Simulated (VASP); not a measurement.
Write the native input for VASP 6.6.1 that does the following.

* Task: single point
* Functional: r2SCAN
* Potentials or basis: VASP PAW PBE potentials, release 64 (Zn, O_h)
* Cutoff: 910 eV
* k mesh: 12 × 12 × 12
* Occupations: gaussian, width 0.02 eV
* Spin: no spin polarisation
* Dipole correction: no
* Second run: hard_potentials
* Further INCAR settings: ALGO = Normal; EDIFF = 1e-06; NBANDS = 16

ZnO:

```
Zn O
1.0
     0.00000    2.15488    2.15488
     2.15488    0.00000    2.15488
     2.15488    2.15488    0.00000
Zn O
1 1
Direct
  0.00000 0.00000 0.00000
  0.50000 0.50000 0.50000
```

This cell differs from its parent crystal: volume scaled by 1.03.

One way to write it, as run:

POSCAR

```
ZnO
1.0
    0.0000000000      2.1548847628      2.1548847628
    2.1548847628      0.0000000000      2.1548847628
    2.1548847628      2.1548847628      0.0000000000
Zn O
1 1
Direct
    0.0000000000      0.0000000000      0.0000000000
    0.5000000000      0.5000000000      0.5000000000
```

INCAR.step1

```
PREC = Accurate
ENCUT = 910
ISMEAR = 0
SIGMA = 0.02
LREAL = False
LASPH = True
NELM = 120
NBANDS = 16
GGA = PE
ALGO = Normal
EDIFF = 1E-5
LWAVE = True
LCHARG = False
GGA_COMPAT = False
```

INCAR.step2

```
PREC = Accurate
ENCUT = 910
EDIFF = 1E-6
ISMEAR = 0
SIGMA = 0.02
LREAL = False
LASPH = True
NELM = 120
ALGO = Normal
ISIF = 2
LWAVE = False
LCHARG = False
METAGGA = R2SCAN
LMIXTAU = True
NBANDS = 16
ISTART = 1
GGA_COMPAT = False
```

KPOINTS

```
regular mesh
0
Gamma
  12 12 12
```

Potentials or basis: VASP PAW PBE potentials, release 64 (Zn, O_h).

The run is started by

```console
$ cat potpaw_PBE.64/Zn/POTCAR potpaw_PBE.64/O_h/POTCAR > POTCAR
$ cp INCAR.step1 INCAR
$ mpirun -np 1 vasp_std > vasp.out
$ cp INCAR.step2 INCAR
$ mpirun -np 1 vasp_std > vasp.out
```

Results of the run:

```yaml
Pressure: -4.4 GPa
Band_gap_on_the_k_mesh: 1.41 eV, indirect (least direct gap 2.73 eV)
```

Caveat: the cutoff is under 1.25 times the usual one of these potentials, so pressure, stress and relaxed cells hold a basis-set (Pulay) error; the PAW data sets were made with another functional, which shifts forces and pressure a little.

Run time: 2.6 min on 1 thread of AMD EPYC 7R13 Processor (Zen 3), on a shared host, peak memory 0.18 GiB.
